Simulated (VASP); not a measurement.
# Ge2Sb2Te5 (P-3m1) in VASP: a series of runs

Runs on Ge2Sb2Te5. Level: PBE. Tasks: single point.

All numbers are computed with VASP 6.6.1; they aren't measurements. Logs are shortened: lines on timing, memory, paths and dates and some standing lists are left out, and cuts for length are marked.

## (1) The cell of the first run

Symmetry: P-3m1, No. 164, trigonal system. The conventional cell has a = 4.463 Å, b = 4.463 Å, c = 18.689 Å, α = 90.00°, β = 90.00°, γ = 120.00°. Within 3.9 Å of Ge (site symmetry 3m) lie 6 Te at 2.96 to 3.45 Å. Sb (site symmetry 3m) has 6 Te at 3.15 to 3.32 Å within 4.1 Å. Te (site symmetry -3m) has 6 Sb at 3.32 Å and 12 Te at 4.46 to 4.67 Å within 4.7 Å. Te (site symmetry 3m) has 3 Sb at 3.15 Å and 3 Ge at 3.45 Å within 4.1 Å. Within 3.9 Å of Te (site symmetry 3m) lie 3 Ge at 2.96 Å.

## (2) Single point, PBE

INCAR reads:

```
SYSTEM = Ge2Sb2Te5
PREC = Accurate ; ENCUT = 520
EDIFF = 1E-6 ; ISMEAR = 0
SIGMA = 0.03 ; LREAL = .FALSE.
LASPH = .TRUE. ; NELM = 60
ALGO = Normal ; ISIF = 2
LWAVE = .FALSE. ; LCHARG = .TRUE.
GGA = PE ; LELF = .TRUE.
LVHAR = .TRUE. ; NBANDS = 44
```

KPOINTS reads:

```
regular mesh
0
G
  9 9 2
  0 0 0
```

POSCAR reads:

```
Ge2Sb2Te5
1.0
    4.4630000000      0.0000000000      0.0000000000
   -2.2315000000      3.8650713771      0.0000000000
    0.0000000000      0.0000000000     18.6894000000
Ge Sb Te
2 2 5
Direct
    0.0000000000      0.0000000000      0.3314713560
    0.0000000000      0.0000000000      0.6685286440
    0.3333333333      0.6666666667      0.1121550832
    0.6666666667      0.3333333333      0.8878449168
    0.0000000000      0.0000000000      0.0000000000
    0.3333333333      0.6666666667      0.7913602895
    0.6666666667      0.3333333333      0.2086397105
    0.3333333333      0.6666666667      0.4097504733
    0.6666666667      0.3333333333      0.5902495267
```

Potentials or basis: VASP PAW PBE potentials, release 64 (Ge_d, Sb, Te).

The run is started by

```sh
cat potpaw_PBE.64/Ge_d/POTCAR potpaw_PBE.64/Sb/POTCAR potpaw_PBE.64/Te/POTCAR > POTCAR
mpirun -np 1 vasp_std > vasp.out
```

OUTCAR:

```text
SYSTEM = Ge2Sb2Te5
   PREC = Accurate
   ENCUT = 520
   EDIFF = 1E-6
   ISMEAR = 0
   LREAL = .FALSE.
   LASPH = .TRUE.
   NELM = 60
   ISIF = 2
   GGA = PE

 ion  position               nearest neighbor table
   1  0.000  0.000  0.331-   8 2.96   8 2.96   8 2.96
   2  0.000  0.000  0.669-   9 2.96   9 2.96   9 2.96
   3  0.333  0.667  0.112-   7 3.15   7 3.15   7 3.15   5 3.32   5 3.32   5 3.32
   4  0.667  0.333  0.888-   6 3.15   6 3.15   6 3.15   5 3.32   5 3.32   5 3.32
   5  0.000  0.000  0.000-   3 3.32   4 3.32   4 3.32   3 3.32   4 3.32   3 3.32
   6  0.333  0.667  0.791-   4 3.15   4 3.15   4 3.15
   7  0.667  0.333  0.209-   3 3.15   3 3.15   3 3.15
   8  0.333  0.667  0.410-   1 2.96   1 2.96   1 2.96
   9  0.667  0.333  0.590-   2 2.96   2 2.96   2 2.96

  LATTYP: Found a hexagonal cell.
 ALAT       =     4.4630000000
 C/A-ratio  =     4.1876316379

  Lattice vectors:

 A1 = (   4.4630000000,   0.0000000000,   0.0000000000)
 A2 = (  -2.2315000000,   3.8650713771,   0.0000000000)
 A3 = (   0.0000000000,   0.0000000000,  18.6894000000)

Analysis of symmetry for initial positions (statically):
=====================================================================
 Subroutine PRICEL returns:
 Original cell was already a primitive cell.

 Routine SETGRP: Setting up the symmetry group for a
 hexagonal supercell.

 Subroutine GETGRP returns: Found 12 space group operations
 (whereof 12 operations were pure point group operations)
 out of a pool of 24 trial point group operations.

The static configuration has the point symmetry D_3d.

Analysis of symmetry for dynamics (positions and initial velocities):
=====================================================================
 Subroutine PRICEL returns:
 Original cell was already a primitive cell.

 Routine SETGRP: Setting up the symmetry group for a
 hexagonal supercell.

 Subroutine GETGRP returns: Found 12 space group operations
 (whereof 12 operations were pure point group operations)
 out of a pool of 24 trial point group operations.

The dynamic configuration has the point symmetry D_3d.

 Subroutine INISYM returns: Found 12 space group operations
 (whereof 12 operations are pure point group operations),
 and found     1 'primitive' translations

----------------------------------------------------------------------------------------

                                     Primitive cell

  volume of cell :     322.3887

  direct lattice vectors                    reciprocal lattice vectors
     4.463000000  0.000000000  0.000000000     0.224064531  0.129363717  0.000000000
    -2.231500000  3.865071377  0.000000000     0.000000000  0.258727434  0.000000000
     0.000000000  0.000000000 18.689400000     0.000000000  0.000000000  0.053506266

  length of vectors
     4.463000000  4.463000000 18.689400000     0.258727434  0.258727434  0.053506266

  position of ions in fractional coordinates (direct lattice)
     0.000000000  0.000000000  0.331471356
     0.000000000  0.000000000  0.668528644
     0.333333333  0.666666667  0.112155083
     0.666666667  0.333333333  0.887844917
     0.000000000  0.000000000  0.000000000
     0.333333333  0.666666667  0.791360289
     0.666666667  0.333333333  0.208639711
     0.333333333  0.666666667  0.409750473
     0.666666667  0.333333333  0.590249527

  ion indices of the primitive-cell ions
   primitive index   ion index
                 1           1
                 2           2
                 3           3
                 4           4
                 5           5
                 6           6
                 7           7
                 8           8
                 9           9

----------------------------------------------------------------------------------------

 KPOINTS: regular mesh

Automatic generation of k-mesh.
 Grid dimensions read from file:
 generate k-points for:    9    9    2

 Generating k-lattice:

  Cartesian coordinates                     Fractional coordinates (reciprocal lattice)
     0.024896059  0.014373746  0.000000000     0.111111111  0.000000000  0.000000000
     0.000000000  0.028747493  0.000000000     0.000000000  0.111111111  0.000000000
     0.000000000  0.000000000  0.026753133     0.000000000  0.000000000  0.500000000

  Length of vectors
     0.028747493  0.028747493  0.026753133

  Shift w.r.t. Gamma in fractional coordinates (k-lattice)
     0.000000000  0.000000000  0.000000000

 Subroutine IBZKPT returns following result:
 ===========================================

 Found     24 irreducible k-points:

 Following reciprocal coordinates:
            Coordinates               Weight
  0.000000  0.000000  0.000000      1.000000
  0.111111 -0.000000  0.000000      6.000000
  0.222222 -0.000000  0.000000      6.000000
  0.333333 -0.000000  0.000000      6.000000
  0.444444 -0.000000  0.000000      6.000000
  0.111111  0.111111  0.000000      6.000000
[... 16 lines left out ...]
  0.333333  0.222222  0.500000     12.000000
  0.333333  0.333333  0.500000      2.000000
   k-points           NKPTS =     24   k-points in BZ     NKDIM =     24   number of bands    NBANDS=     44
   number of dos      NEDOS =    301   number of ions     NIONS =      9
   total plane-waves  NPLWV = 181440
   dimension x,y,z NGX =    36 NGY =   36 NGZ =  140
   dimension x,y,z NGXF=    72 NGYF=   72 NGZF=  280
   ions per type =               2   2   5
   NGX,Y,Z   is equivalent  to a cutoff of  13.41, 13.41, 12.45 a.u.
   NGXF,Y,Z  is equivalent  to a cutoff of  26.82, 26.82, 24.91 a.u.
 SYSTEM =  Ge2Sb2Te5
   PREC   = accura    normal or accurate (medium, high low for compatibility)
   ISTART =      0    job   : 0-new  1-cont  2-samecut
   ICHARG =      2    charge: 1-file 2-atom 10-const
   ISPIN  =      1    spin polarized calculation?
   LNONCOLLINEAR =      F non collinear calculations
   LSORBIT =      F    spin-orbit coupling
   LASPH  =      T    aspherical Exc in radial PAW
   ENCUT  =  520.0 eV  38.22 Ry    6.18 a.u.   8.30  8.30 34.75*2*pi/ulx,y,z
   NELM   =     60;   NELMIN=  2; NELMDL= -5     # of ELM steps
   EDIFF  = 0.1E-05   stopping-criterion for ELM
   LREAL  =      F    real-space projection
   EDIFFG = 0.1E-04   stopping-criterion for IOM
   NSW    =      0    number of steps for IOM
   IBRION =     -1    ionic relax: 0-MD 1-quasi-New 2-CG
   NFREE  =      0    steps in history (QN), initial steepest desc. (CG)
   ISIF   =      2    stress and relaxation
   ISYM   =      2    0-nonsym 1-usesym 2-fastsym
   POTIM  = 0.5000    time-step for ionic-motion
   TEBEG  =    0.0;   TEEND  =   0.0 temperature during run
   PSTRESS=    0.0 pullay stress
   NELECT =      68.0000    total number of electrons
   NUPDOWN=      -1.0000    fix difference up-down
   EMIN   =  10.00;   EMAX   =-10.00  energy-range for DOS
   EFERMI =   0.00;   METHOD = LEGACY
   ISMEAR =     0;   SIGMA  =   0.03  broadening in eV -4-tet -1-fermi 0-gaus
   EFERMI_NEDOS =   21; number of points for ismear=-14 and -15
   IALGO  =     38    algorithm
   IMIX   =      4    mixing-type and parameters
     AMIX     =   0.40;   BMIX     =  1.00
     AMIX_MAG =   1.60;   BMIX_MAG =  1.00
  volume/ion in A,a.u.               =      35.82       241.73
  Fermi-wavevector in a.u.,A,eV,Ry     =   0.974506  1.841549 12.920937  0.949662
  Thomas-Fermi vector in A             =   2.104971
   LORBIT       =      0    0 simple, 1 ext, 2 COOP (PROOUT), +10 PAW based schemes
   GGA     = PE    functional components
   LHFCALC =     F    Hartree Fock is set to
   AEXX    =    0.0000 exact exchange contribution
   IVDW    =     0    specifies the selected vdW correction
   LEPSILON=     F    determine dielectric tensor
   LRPA    =     F    only Hartree local field effects (RPA)
 non-spin polarized calculation
 Gauss-broadening in eV      SIGMA  =   0.03
  energy-cutoff  :      520.00
  volume of cell :      322.39
 maximum number of plane-waves:      8712
 NGX is ok and might be reduce to    36
   NGX = 17   NGY = 17   NGZ = 69

 number of electron      67.9999993 magnetization

 Free energy of the ion-electron system (eV)
  ---------------------------------------------------
  ext. energy  EPLUGINS =         0.00000000
  ---------------------------------------------------
  free energy    TOTEN  =       -33.27777719 eV

  energy without entropy =      -33.27777608  energy(sigma->0) =      -33.27777663

 E-fermi :   4.4828     XC(G=0):  -8.6650

 val. band max:        4.4032929035   @ k =   0.1111  -0.0000   0.5000
 cond. band min:       4.5623739255   @ k =   0.1111  -0.0000   0.5000
 fundamental gap:      0.1590810220
 Fermi energy:         4.4828274673

 k-point     1 :       0.0000    0.0000    0.0000
  band No.  band energies     occupation
      1     -20.3027      2.00000
      2     -20.3027      2.00000
      3     -20.3027      2.00000
      4     -20.3027      2.00000
      5     -20.2971      2.00000
      6     -20.2971      2.00000
[... 36 lines left out ...]
     43       6.4101      0.00000
     44       6.4231      0.00000

 k-point     2 :       0.1111   -0.0000    0.0000
  band No.  band energies     occupation
      1     -20.3028      2.00000
      2     -20.3028      2.00000
      3     -20.3025      2.00000
      4     -20.3025      2.00000
      5     -20.2971      2.00000
      6     -20.2971      2.00000
[... 36 lines left out ...]
     43       6.6998      0.00000
     44       6.7774      0.00000

 k-point     3 :       0.2222   -0.0000    0.0000
  band No.  band energies     occupation
      1     -20.3030      2.00000
      2     -20.3030      2.00000
      3     -20.3022      2.00000
      4     -20.3022      2.00000
      5     -20.2973      2.00000
      6     -20.2973      2.00000
[... 976 lines left out ...]
     43       7.8162      0.00000
     44       8.0081      0.00000

 k-point    24 :       0.3333    0.3333    0.5000
  band No.  band energies     occupation
      1     -20.3030      2.00000
      2     -20.3030      2.00000
      3     -20.3019      2.00000
      4     -20.3019      2.00000
      5     -20.2974      2.00000
      6     -20.2974      2.00000
[... 36 lines left out ...]
     43       8.0303      0.00000
     44       8.1635      0.00000

------------------------ aborting loop because EDIFF is reached ----------------------------------------

  FORCE on cell =-STRESS in cart. coord.  units (eV):
  Direction    XX          YY          ZZ          XY          YZ          ZX
  --------------------------------------------------------------------------------------
  -------------------------------------------------------------------------------------
  Total       -9.1866488     -9.1866488     -7.8887047     -0.0000000      0.0000000      0.0000000
  in kB      -45.6549563    -45.6549563    -39.2045538     -0.0000000      0.0000000      0.0000000
  external PRESSURE =     -43.5048221 kB  Pullay stress =       0.0000000 kB

 VOLUME and BASIS-vectors are now :
 -----------------------------------------------------------------------------
  energy-cutoff  :      520.00
  volume of cell :      322.39
      direct lattice vectors                 reciprocal lattice vectors
     4.463000000  0.000000000  0.000000000     0.224064531  0.129363717  0.000000000
    -2.231500000  3.865071377  0.000000000     0.000000000  0.258727434  0.000000000
     0.000000000  0.000000000 18.689400000     0.000000000  0.000000000  0.053506266

 POSITION                                       TOTAL-FORCE (eV/Angst)
 -----------------------------------------------------------------------------------
      0.00000      0.00000      6.19500         0.000000      0.000000      0.426997
      0.00000      0.00000     12.49440        -0.000000     -0.000000     -0.426997
     -0.00000      2.57671      2.09611        -0.000000      0.000000      0.227132
      2.23150      1.28836     16.59329        -0.000000     -0.000000     -0.227132
      0.00000      0.00000      0.00000         0.000000      0.000000     -0.000000
     -0.00000      2.57671     14.79005         0.000000      0.000000      0.595702
      2.23150      1.28836      3.89935         0.000000     -0.000000     -0.595702
     -0.00000      2.57671      7.65799        -0.000000     -0.000000     -0.537474
      2.23150      1.28836     11.03141         0.000000      0.000000      0.537474
 -----------------------------------------------------------------------------------
    total drift:                               -0.000000      0.000000      0.000000

  FREE ENERGIE OF THE ION-ELECTRON SYSTEM (eV)
  ---------------------------------------------------
  free  energy   TOTEN  =       -33.2777771868 eV

  energy  without entropy=      -33.2777760753  energy(sigma->0) =      -33.27777663
```

It took 4.9 min on 1 thread of Intel Xeon 6975P-C (Granite Rapids), shared host; peak memory 0.64 GiB.

Results:

| Item | Value |
| --- | --- |
| Free energy | -33.2778 eV |
| Pressure | -4.4 GPa |
| Largest force | 0.596 eV/Å |
| Band gap on the k mesh | 0.16 eV |

Forces on the atoms (eV/Å):
```
Ge   0.000  0.000  0.427
Ge   0.000  0.000 -0.427
Sb   0.000  0.000  0.227
Sb   0.000  0.000 -0.227
Te   0.000  0.000  0.000
Te   0.000  0.000  0.596
Te   0.000  0.000 -0.596
Te   0.000  0.000 -0.537
Te   0.000  0.000  0.537
```

Levels at points of the mesh, in eV from the valence-band top:
```tsv
k point	band 32	band 33	band 34	band 35	band 36	band 37
(0.00, 0.00, 0.00)	-1.08	-1.08	-0.15	0.22	0.25	0.25
(0.00, 0.00, 0.50)	-1.10	-1.06	-0.16	0.23	0.26	0.26
```

Caveat: the cell stands under tension; spin-orbit coupling is left out, which moves the levels of the heavy elements; an odd mesh through Γ misses points on the zone boundary, where band edges can lie; this functional lacks dispersion, which binds the layers, so the pressure and a relaxed spacing across them are unreliable.

## (3) Single point, PBE

This run uses another cell than the first one, of 36.23 Å³/atom.

INCAR reads:

```
SYSTEM = Ge2Sb2Te5
  ALGO = Normal
  EDIFF = 1E-6
  ENCUT = 520
  GGA = PE
  ISIF = 2
  ISMEAR = 0
  LASPH = .TRUE.
  LCHARG = .FALSE.
  LREAL = .FALSE.
  LWAVE = .FALSE.
  NBANDS = 44
  NELM = 80
  PREC = Accurate
  SIGMA = 0.03
```

KPOINTS reads:

```
k-points
0
G
  9 9 2
  0 0 0
```

POSCAR: that of step 2 with these lines changed.

```diff
@@ -2,5 +2,5 @@
 1.0
-    4.4630000000      0.0000000000      0.0000000000
-   -2.2315000000      3.8650713771      0.0000000000
-    0.0000000000      0.0000000000     18.6894000000
+    4.5625000000      0.0000000000      0.0000000000
+   -2.2812500000      3.9512409048      0.0000000000
+    0.0000000000      0.0000000000     18.0865499662
 Ge Sb Te
```

Potentials or basis: VASP PAW PBE potentials, release 64 (Ge_d, Sb, Te).

The run is started by

```sh
cat potpaw_PBE.64/Ge_d/POTCAR potpaw_PBE.64/Sb/POTCAR potpaw_PBE.64/Te/POTCAR > POTCAR
mpirun -np 1 vasp_std > vasp.out
```

Wall time 5.1 min (1 thread of Intel Xeon 6975P-C (Granite Rapids), shared host); peak memory 0.63 GiB.

It converged, with:

```yaml
Free_energy: -33.0717 eV
Pressure: -4.7 GPa
Largest_force: 0.528 eV/Å
Band_gap_on_the_k_mesh: 0.17 eV
```

Forces on the atoms (eV/Å):
```
Ge   0.000  0.000  0.391
Ge   0.000  0.000 -0.391
Sb   0.000  0.000  0.209
Sb   0.000  0.000 -0.209
Te   0.000  0.000  0.000
Te   0.000  0.000  0.528
Te   0.000  0.000 -0.528
Te   0.000  0.000 -0.431
Te   0.000  0.000  0.431
```

Stress tensor (GPa, compression positive):
```
-5.38  0.00  0.00
 0.00 -5.38  0.00
 0.00  0.00 -3.29
```

Levels at points of the mesh, in eV from the valence-band top:
```
           k point  band 31  band 32  band 33  band 34  band 35  band 36  band 37  band 38
(0.00, 0.00, 0.00)    -1.15    -1.05    -1.05    -0.25     0.24     0.24     0.34     0.88
(0.00, 0.00, 0.50)    -1.14    -1.08    -1.08    -0.25     0.25     0.25     0.34     0.88
```

Caveat: the cell stands under tension; spin-orbit coupling is left out, which moves the levels of the heavy elements; an odd mesh through Γ misses points on the zone boundary, where band edges can lie; this functional lacks dispersion, which binds the layers, so the pressure and a relaxed spacing across them are unreliable.

(Continued in part 2 of 2.)
